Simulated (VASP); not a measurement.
# Ir (Im-3m) in VASP: a series of runs

The runs below take Ir through single point, with r2SCAN.

Program: VASP 6.6.1. These are calculated values, not measurements. Logs are shortened: lines on timing, memory, paths and dates and some standing lists are left out, and cuts for length are marked.

## Step 1: The cell of the first run

The structure is cubic, space group Im-3m (No. 229). The conventional cell has a = 3.046 Å, b = 3.046 Å, c = 3.046 Å, α = 90.00°, β = 90.00°, γ = 90.00°. Ir (site symmetry m-3m) has 14 Ir at 2.64 to 3.05 Å within 3.5 Å.

## Step 2: Single point, r2SCAN (volume scaled by 0.96)

Contents of POSCAR:

```
Ir
1.0
   -1.5232378122      1.5232378122      1.5232378122
    1.5232378122     -1.5232378122      1.5232378122
    1.5232378122      1.5232378122     -1.5232378122
Ir
1
Direct
    0.0000000000      0.0000000000      0.0000000000
```

Contents of INCAR.step1:

```
ALGO = Normal ; EDIFF = 1E-4
ENCUT = 520 ; GGA = PE
ISMEAR = -1 ; LASPH = T
LCHARG = F ; LREAL = F
LWAVE = T ; NBANDS = 10
NELM = 100 ; PREC = Accurate
SIGMA = 0.1
```

Contents of INCAR.step2:

```
ALGO = Normal ; EDIFF = 1E-6
ENCUT = 520 ; ISIF = 2
ISMEAR = -1 ; ISTART = 1
LASPH = T ; LCHARG = F
LMIXTAU = T ; LREAL = F
LWAVE = F ; METAGGA = R2SCAN
NBANDS = 10 ; NELM = 100
PREC = Accurate ; SIGMA = 0.1
```

Contents of KPOINTS:

```
k-points
0
Gamma
  16 16 16
```

Potentials or basis: VASP PAW PBE potentials, release 64 (Ir).

On the command line:

```bash
> cat potpaw_PBE.64/Ir/POTCAR > POTCAR
> cp INCAR.step1 INCAR
> mpirun -np 1 vasp_std > vasp.out
> cp INCAR.step2 INCAR
> mpirun -np 1 vasp_std > vasp.out
```

OUTCAR:

```text
EDIFF = 1E-6
   ENCUT = 520
   ISIF = 2
   ISMEAR = -1
   ISTART = 1
   LASPH = T
   LREAL = F
   METAGGA = R2SCAN
   NELM = 100
   PREC = Accurate

 ion  position               nearest neighbor table
   1  0.000  0.000  0.000-

  LATTYP: Found a body centered cubic cell.
 ALAT       =     3.0464756244

  Lattice vectors:

 A1 = (  -1.5232378122,   1.5232378122,   1.5232378122)
 A2 = (   1.5232378122,  -1.5232378122,   1.5232378122)
 A3 = (   1.5232378122,   1.5232378122,  -1.5232378122)

Analysis of symmetry for initial positions (statically):
=====================================================================
 Subroutine PRICEL returns:
 Original cell was already a primitive cell.

 Routine SETGRP: Setting up the symmetry group for a
 body centered cubic supercell.

 Subroutine GETGRP returns: Found 48 space group operations
 (whereof 48 operations were pure point group operations)
 out of a pool of 48 trial point group operations.

The static configuration has the point symmetry O_h .

Analysis of symmetry for dynamics (positions and initial velocities):
=====================================================================
 Subroutine PRICEL returns:
 Original cell was already a primitive cell.

 Routine SETGRP: Setting up the symmetry group for a
 body centered cubic supercell.

 Subroutine GETGRP returns: Found 48 space group operations
 (whereof 48 operations were pure point group operations)
 out of a pool of 48 trial point group operations.

The dynamic configuration has the point symmetry O_h .

 Subroutine INISYM returns: Found 48 space group operations
 (whereof 48 operations are pure point group operations),
 and found     1 'primitive' translations

----------------------------------------------------------------------------------------

                                     Primitive cell

  volume of cell :      14.1372

  direct lattice vectors                    reciprocal lattice vectors
    -1.523237812  1.523237812  1.523237812     0.000000000  0.328248154  0.328248154
     1.523237812 -1.523237812  1.523237812     0.328248154  0.000000000  0.328248154
     1.523237812  1.523237812 -1.523237812     0.328248154  0.328248154  0.000000000

  length of vectors
     2.638325283  2.638325283  2.638325283     0.464212991  0.464212991  0.464212991

  position of ions in fractional coordinates (direct lattice)
     0.000000000  0.000000000  0.000000000

  ion indices of the primitive-cell ions
   primitive index   ion index
                 1           1

----------------------------------------------------------------------------------------

 KPOINTS: k-points

Automatic generation of k-mesh.
 Grid dimensions read from file:
 generate k-points for:   16   16   16

 Generating k-lattice:

  Cartesian coordinates                     Fractional coordinates (reciprocal lattice)
     0.000000000  0.020515510  0.020515510     0.062500000  0.000000000  0.000000000
     0.020515510  0.000000000  0.020515510     0.000000000  0.062500000  0.000000000
     0.020515510  0.020515510  0.000000000     0.000000000  0.000000000  0.062500000

  Length of vectors
     0.029013312  0.029013312  0.029013312

  Shift w.r.t. Gamma in fractional coordinates (k-lattice)
     0.000000000  0.000000000  0.000000000

 Subroutine IBZKPT returns following result:
 ===========================================

 Found    145 irreducible k-points:

 Following reciprocal coordinates:
            Coordinates               Weight
  0.000000  0.000000  0.000000      1.000000
  0.062500  0.000000  0.000000     12.000000
  0.125000  0.000000  0.000000     12.000000
  0.187500  0.000000  0.000000     12.000000
  0.250000  0.000000  0.000000     12.000000
  0.312500  0.000000  0.000000     12.000000
[... 16 lines left out ...]
  0.187500  0.187500  0.000000     24.000000
  0.250000  0.187500 -0.000000     48.000000
 [... further k-points ...]
   k-points           NKPTS =    145   k-points in BZ     NKDIM =    145   number of bands    NBANDS=     10
   number of dos      NEDOS =    301   number of ions     NIONS =      1
   total plane-waves  NPLWV =   8000
   dimension x,y,z NGX =    20 NGY =   20 NGZ =   20
   dimension x,y,z NGXF=    40 NGYF=   40 NGZF=   40
   ions per type =               1
   NGX,Y,Z   is equivalent  to a cutoff of  12.60, 12.60, 12.60 a.u.
   NGXF,Y,Z  is equivalent  to a cutoff of  25.20, 25.20, 25.20 a.u.
 SYSTEM =  unknown system
   PREC   = accura    normal or accurate (medium, high low for compatibility)
   ISTART =      1    job   : 0-new  1-cont  2-samecut
   ICHARG =      0    charge: 1-file 2-atom 10-const
   ISPIN  =      1    spin polarized calculation?
   LNONCOLLINEAR =      F non collinear calculations
   LSORBIT =      F    spin-orbit coupling
   LASPH  =      T    aspherical Exc in radial PAW
   ENCUT  =  520.0 eV  38.22 Ry    6.18 a.u.   4.91  4.91  4.91*2*pi/ulx,y,z
   NELM   =    100;   NELMIN=  2; NELMDL=  0     # of ELM steps
   EDIFF  = 0.1E-05   stopping-criterion for ELM
   LREAL  =      F    real-space projection
   EDIFFG = 0.1E-04   stopping-criterion for IOM
   NSW    =      0    number of steps for IOM
   IBRION =     -1    ionic relax: 0-MD 1-quasi-New 2-CG
   NFREE  =      0    steps in history (QN), initial steepest desc. (CG)
   ISIF   =      2    stress and relaxation
   ISYM   =      2    0-nonsym 1-usesym 2-fastsym
   POTIM  = 0.5000    time-step for ionic-motion
   TEBEG  =    0.0;   TEEND  =   0.0 temperature during run
   PSTRESS=    0.0 pullay stress
   NELECT =       9.0000    total number of electrons
   NUPDOWN=      -1.0000    fix difference up-down
   EMIN   =  10.00;   EMAX   =-10.00  energy-range for DOS
   EFERMI =   0.00;   METHOD = LEGACY
   ISMEAR =    -1;   SIGMA  =   0.10  broadening in eV -4-tet -1-fermi 0-gaus
   EFERMI_NEDOS =   21; number of points for ismear=-14 and -15
   IALGO  =     38    algorithm
   IMIX   =      4    mixing-type and parameters
     AMIX     =   0.40;   BMIX     =  1.00
     AMIX_MAG =   1.60;   BMIX_MAG =  1.00
  volume/ion in A,a.u.               =      14.14        95.40
  Fermi-wavevector in a.u.,A,eV,Ry     =   1.408320  2.661339 26.985315  1.983365
  Thomas-Fermi vector in A             =   2.530490
   LORBIT       =      0    0 simple, 1 ext, 2 COOP (PROOUT), +10 PAW based schemes
   METAGGA = R2SCAN    functional components
   LHFCALC =     F    Hartree Fock is set to
   AEXX    =    0.0000 exact exchange contribution
   IVDW    =     0    specifies the selected vdW correction
   LEPSILON=     F    determine dielectric tensor
   LRPA    =     F    only Hartree local field effects (RPA)
 non-spin polarized calculation
  energy-cutoff  :      520.00
  volume of cell :       14.14
 maximum number of plane-waves:       394
   NGX =  9   NGY =  9   NGZ =  9

 number of electron       8.9999999 magnetization

 Free energy of the ion-electron system (eV)
  ---------------------------------------------------
  ext. energy  EPLUGINS =         0.00000000
  ---------------------------------------------------
  free energy    TOTEN  =       -51.68433711 eV

  energy without entropy =      -51.61449016  energy(sigma->0) =      -51.64941363

 E-fermi :   9.9218     XC(G=0): -15.3150

 val. band max:        9.9155759031   @ k =   0.3125   0.3125   0.0000
 cond. band min:       9.9232664897   @ k =   0.2500   0.1875   0.1875
 fundamental gap:      0.0076905866
 Fermi energy:         9.9217789246

 k-point     1 :       0.0000    0.0000    0.0000
  band No.  band energies     occupation
      1      -1.3305      2.00000
      2       6.0756      2.00000
      3       6.0756      2.00000
      4       6.0756      2.00000
      5       9.3206      1.99511
      6       9.3206      1.99511
      7      27.8591      0.00000
      8      27.8591      0.00000
      9      27.8591      0.00000
     10      39.4704      0.00000

 k-point     2 :       0.0625    0.0000    0.0000
  band No.  band energies     occupation
      1      -1.1379      2.00000
      2       5.9853      2.00000
      3       6.0698      2.00000
      4       6.2471      2.00000
      5       9.1962      1.99859
      6       9.3267      1.99481
      7      27.9728      0.00000
      8      28.1197      0.00000
      9      28.1595      0.00000
     10      37.7444      0.00000

 k-point     3 :       0.1250    0.0000    0.0000
  band No.  band energies     occupation
      1      -0.5849      2.00000
      2       5.7361      2.00000
      3       6.0307      2.00000
      4       6.7526      2.00000
      5       8.9280      1.99990
      6       9.3498      1.99346
      7      28.1695      0.00000
      8      28.6203      0.00000
      9      29.0312      0.00000
     10      35.7683      0.00000

 k-point     4 :       0.1875    0.0000    0.0000
  band No.  band energies     occupation
      1       0.2399      2.00000
      2       5.3834      2.00000
      3       5.9449      2.00000
      4       7.5636      2.00000
      5       8.7381      1.99999
      6       9.4008      1.98913
      7      27.9845      0.00000
      8      28.4284      0.00000
      9      30.3929      0.00000
     10      34.8325      0.00000
[... 222 lines left out ...]
 k-point    22 :       0.4375    0.1250   -0.0000
  band No.  band energies     occupation
      1       2.3773      2.00000
      2       4.2427      2.00000
      3       7.8753      2.00000
      4       9.0724      1.99959
      5      10.5039      0.00591
      6      14.0913      0.00000
      7      18.2944      0.00000
      8      24.0784      0.00000
      9      27.0150      0.00000
     10      35.9939      0.00000

 k-point    23 :       0.1875    0.1875    0.0000
  band No.  band energies     occupation
      1       2.4076      2.00000
      2       4.9347      2.00000
      3       5.2218      2.00000
      4       8.5287      2.00000
      5       9.8340      1.41269
      6      10.8439      0.00020
      7      24.5000      0.00000
      8      26.6238      0.00000
      9      29.5811      0.00000
     10      31.7897      0.00000

 k-point    24 :       0.2500    0.1875   -0.0000
  band No.  band energies     occupation
      1       2.8723      2.00000
      2       4.6702      2.00000
      3       5.6226      2.00000
      4       8.7328      1.99999
      5       9.9305      0.95665
      6      12.4127      0.00000
      7      22.2487      0.00000
      8      25.3445      0.00000
      9      28.3665      0.00000
     10      32.8203      0.00000

 [... further k-points ...]

------------------------ aborting loop because EDIFF is reached ----------------------------------------

  FORCE on cell =-STRESS in cart. coord.  units (eV):
  Direction    XX          YY          ZZ          XY          YZ          ZX
  --------------------------------------------------------------------------------------
  -------------------------------------------------------------------------------------
  Total        1.5889887      1.5889887      1.5889887      0.0000000      0.0000000     -0.0000000
  in kB      180.0811506    180.0811506    180.0811506      0.0000000      0.0000000     -0.0000000
  external PRESSURE =     180.0811506 kB  Pullay stress =       0.0000000 kB

 VOLUME and BASIS-vectors are now :
 -----------------------------------------------------------------------------
  energy-cutoff  :      520.00
  volume of cell :       14.14
      direct lattice vectors                 reciprocal lattice vectors
    -1.523237812  1.523237812  1.523237812     0.000000000  0.328248154  0.328248154
     1.523237812 -1.523237812  1.523237812     0.328248154  0.000000000  0.328248154
     1.523237812  1.523237812 -1.523237812     0.328248154  0.328248154  0.000000000

 POSITION                                       TOTAL-FORCE (eV/Angst)
 -----------------------------------------------------------------------------------
      0.00000      0.00000      0.00000        -0.000000      0.000000      0.000000
 -----------------------------------------------------------------------------------
    total drift:                               -0.000000     -0.000000      0.000000

  FREE ENERGIE OF THE ION-ELECTRON SYSTEM (eV)
  ---------------------------------------------------
  free  energy   TOTEN  =       -51.6843371089 eV

  energy  without entropy=      -51.6144901566  energy(sigma->0) =      -51.64941363
```

Run time: 1.7 min. Hardware: 1 thread of AMD EPYC 7R43 (Zen 3), shared host; peak memory 0.11 GiB.

What came out:

* Free energy: -51.6843 eV
* Pressure: 18.0 GPa

Levels at points of the mesh, in eV from the Fermi level:
```tsv
k point	band 1	band 2	band 3	band 4	band 5	band 6	band 7	band 8	band 9
(0.00, 0.00, 0.00)	-11.25	-3.85	-3.85	-3.85	-0.60	-0.60	17.94	17.94	17.94
(0.50, 0.00, 0.00)	-8.04	-5.83	-0.76	-0.05	-0.05	2.48	8.76	13.84	18.18
(0.50, 0.50, 0.50)	-7.63	-7.63	1.72	1.72	1.72	8.53	8.53	8.53	16.11
```

Caveat: the cell differs from its parent crystal (volume scaled by 0.96); the PAW data sets were made with another functional, which shifts forces and pressure a little; spin-orbit coupling is left out, which moves the levels of the heavy elements.

## Step 3: Single point, r2SCAN

This run uses another cell than the first one, of 14.73 Å³/atom, 1.042 times its volume.

Contents of POSCAR:

```
Ir
1.0
   -1.5441066769      1.5441066769      1.5441066769
    1.5441066769     -1.5441066769      1.5441066769
    1.5441066769      1.5441066769     -1.5441066769
Ir
1
Direct
    0.0000000000      0.0000000000      0.0000000000
```

Edit INCAR.step1 of step 2 so:

```diff
@@ -5,3 +5,3 @@
 LWAVE = T ; NBANDS = 10
-NELM = 100 ; PREC = Accurate
+NELM = 80 ; PREC = Accurate
 SIGMA = 0.1
```

Edit INCAR.step2 of step 2 so:

```diff
@@ -6,3 +6,3 @@
 LWAVE = F ; METAGGA = R2SCAN
-NBANDS = 10 ; NELM = 100
+NBANDS = 10 ; NELM = 80
 PREC = Accurate ; SIGMA = 0.1
```

KPOINTS is that of step 2.

Potentials or basis: VASP PAW PBE potentials, release 64 (Ir).

On the command line:

```bash
> cat potpaw_PBE.64/Ir/POTCAR > POTCAR
> cp INCAR.step1 INCAR
> mpirun -np 1 vasp_std > vasp.out
> cp INCAR.step2 INCAR
> mpirun -np 1 vasp_std > vasp.out
```

OUTCAR:

```text
EDIFF = 1E-6
   ENCUT = 520
   ISIF = 2
   ISMEAR = -1
   ISTART = 1
   LASPH = T
   LREAL = F
   METAGGA = R2SCAN
   NELM = 80
   PREC = Accurate

 ion  position               nearest neighbor table
   1  0.000  0.000  0.000-

  LATTYP: Found a body centered cubic cell.
 ALAT       =     3.0882133538

  Lattice vectors:

 A1 = (  -1.5441066769,   1.5441066769,   1.5441066769)
[... 489 lines left out ...]
      8      24.2642      0.00000
      9      27.2998      0.00000
     10      31.8356      0.00000

 [... further k-points ...]

------------------------ aborting loop because EDIFF is reached ----------------------------------------

  FORCE on cell =-STRESS in cart. coord.  units (eV):
  Direction    XX          YY          ZZ          XY          YZ          ZX
  --------------------------------------------------------------------------------------
  -------------------------------------------------------------------------------------
  Total        0.2211141      0.2211141      0.2211141      0.0000000      0.0000000     -0.0000000
  in kB       24.0566513     24.0566513     24.0566513      0.0000000      0.0000000     -0.0000000
  external PRESSURE =      24.0566513 kB  Pullay stress =       0.0000000 kB

 VOLUME and BASIS-vectors are now :
 -----------------------------------------------------------------------------
  energy-cutoff  :      520.00
  volume of cell :       14.73
      direct lattice vectors                 reciprocal lattice vectors
    -1.544106677  1.544106677  1.544106677     0.000000000  0.323811824  0.323811824
     1.544106677 -1.544106677  1.544106677     0.323811824  0.000000000  0.323811824
     1.544106677  1.544106677 -1.544106677     0.323811824  0.323811824  0.000000000

 POSITION                                       TOTAL-FORCE (eV/Angst)
 -----------------------------------------------------------------------------------
      0.00000      0.00000      0.00000        -0.000000     -0.000000     -0.000000
 -----------------------------------------------------------------------------------
    total drift:                                0.000000     -0.000000     -0.000000

  FREE ENERGIE OF THE ION-ELECTRON SYSTEM (eV)
  ---------------------------------------------------
  free  energy   TOTEN  =       -51.7208832564 eV

  energy  without entropy=      -51.6476642361  energy(sigma->0) =      -51.68427375
```

OSZICAR.step1:

```text
N       E                     dE             d eps       ncg     rms          rms(c)
DAV:   1     0.475294485338E+02    0.47529E+02   -0.43010E+03  2932   0.811E+02
DAV:   2    -0.775988950757E+01   -0.55289E+02   -0.52592E+02  2972   0.192E+02
DAV:   3    -0.869772319137E+01   -0.93783E+00   -0.92858E+00  3332   0.302E+01
DAV:   4    -0.870691287227E+01   -0.91897E-02   -0.91872E-02  3330   0.284E+00
DAV:   5    -0.870709405418E+01   -0.18118E-03   -0.18118E-03  3336   0.381E-01    0.146E+01
DAV:   6    -0.832179846396E+01    0.38530E+00   -0.69816E-01  3238   0.100E+01    0.658E+00
DAV:   7    -0.825175141230E+01    0.70047E-01   -0.23051E-01  3326   0.526E+00    0.175E+00
DAV:   8    -0.824844958018E+01    0.33018E-02   -0.10926E-02  3196   0.151E+00    0.107E+00
DAV:   9    -0.824677931091E+01    0.16703E-02   -0.98918E-04  3194   0.461E-01    0.181E-02
DAV:  10    -0.824678557776E+01   -0.62668E-05   -0.41618E-06  1672   0.183E-02
   1 F= -.82467856E+01 E0= -.82089219E+01  d E =-.757274E-01
```

Wall time 1.7 min (1 thread of AMD EPYC 7R43 (Zen 3), shared host); peak memory 0.11 GiB.

What came out:

```yaml
Free_energy: -51.7209 eV
Pressure: 2.4 GPa
```

Levels at points of the mesh, in eV from the Fermi level:
| k point | band 1 | band 2 | band 3 | band 4 | band 5 | band 6 | band 7 | band 8 | band 9 |
| --- | --- | --- | --- | --- | --- | --- | --- | --- | --- |
| (0.00, 0.00, 0.00) | -10.82 | -3.62 | -3.62 | -3.62 | -0.55 | -0.55 | 17.93 | 17.93 | 17.93 |
| (0.50, 0.00, 0.00) | -7.60 | -5.48 | -0.71 | -0.05 | 0.03 | 2.32 | 8.28 | 13.82 | 17.71 |
| (0.50, 0.50, 0.50) | -7.16 | -7.16 | 1.61 | 1.61 | 1.61 | 8.36 | 8.36 | 8.36 | 15.40 |

Caveat: the PAW data sets were made with another functional, which shifts forces and pressure a little; spin-orbit coupling is left out, which moves the levels of the heavy elements.

[end of part 1 of 2]
